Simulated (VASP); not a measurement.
Here is a VASP 6.6.1 calculation.

File INCAR:

```
SYSTEM = LiSnF3
  PREC = Accurate
  ENCUT = 520
  EDIFF = 1E-6
  ISMEAR = 0
  SIGMA = 0.02
  LREAL = .FALSE.
  LASPH = .TRUE.
  NELM = 80
  ALGO = Normal
  ISIF = 2
  LWAVE = .FALSE.
  LCHARG = .FALSE.
  GGA = PE
  NBANDS = 27
```

The input KPOINTS:

```
Automatic mesh
0
G
  6 6 6
  0 0 0
```

File POSCAR:

```
LiSnF3
1.0
    4.6744771068      0.0000000000      0.0000000000
    0.0000000000      4.6744771068      0.0000000000
    0.0000000000      0.0000000000      4.6744771068
Li Sn F
1 1 3
Direct
    0.0000000000      0.0000000000      0.0000000000
    0.5000000000      0.5000000000      0.5000000000
    0.0000000000      0.5000000000      0.5000000000
    0.5000000000      0.5000000000      0.0000000000
    0.5000000000      0.0000000000      0.5000000000
```

Potentials or basis: VASP PAW PBE potentials, release 64 (Li_sv, Sn_d, F).

Command:

```sh
$ cat potpaw_PBE.64/Li_sv/POTCAR potpaw_PBE.64/Sn_d/POTCAR potpaw_PBE.64/F/POTCAR > POTCAR
$ mpirun -np 1 vasp_std > vasp.out
```

Q: What does it give for the band gap on the k mesh?

A: 0.93 eV (least direct gap 1.96 eV).

Caveat: spin-orbit coupling is left out, which moves the levels of the heavy elements. A k mesh can miss the band edges.
